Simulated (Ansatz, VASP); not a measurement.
## MoH5 in VASP and in Ansatz

```xyz
6
Lattice="0.0000 2.4353 2.4353 2.4353 0.0000 2.4353 2.4353 2.4353 0.0000" Properties=species:S:1:pos:R:3 pbc="T T T"
H     3.0529    3.0529    1.8177
H     3.0529    1.8177    3.0529
H     1.8177    3.0529    3.0529
H     1.8177    1.8177    1.8177
H     3.6530    3.6530    3.6530
Mo    0.0000    0.0000    0.0000
```

Change from the starting cell: species swapped into the ErCu5 type (F-43m, No. 216).

Alike in both runs: task relaxation of cell and atoms; functional PBE; k mesh 14 × 14 × 14; occupations gaussian, width 0.1 eV; no spin polarisation.

|  | VASP | Ansatz |
| --- | --- | --- |
| version | VASP 6.6.1 | Ansatz 0.2.0 |
| potentials or method | VASP PAW PBE potentials, release 64 (H, Mo_sv), cutoff 600 eV | scalar-relativistic, plane waves, PAW |
| valence electrons in the cell | 19 | 19 |

```tsv
	VASP	Ansatz	Ansatz less VASP
gap on the k mesh at the Fermi level, each at its own relaxed structure (eV)	none	none	-
relaxed volume (Å³/atom)	4.84	4.84	-0.001
relaxed length of the cell vector where the two differ most in proportion (Å)	3.450	3.450	-0.0003
```

A gap of «none» marks a metal or a gap that the smearing closes.
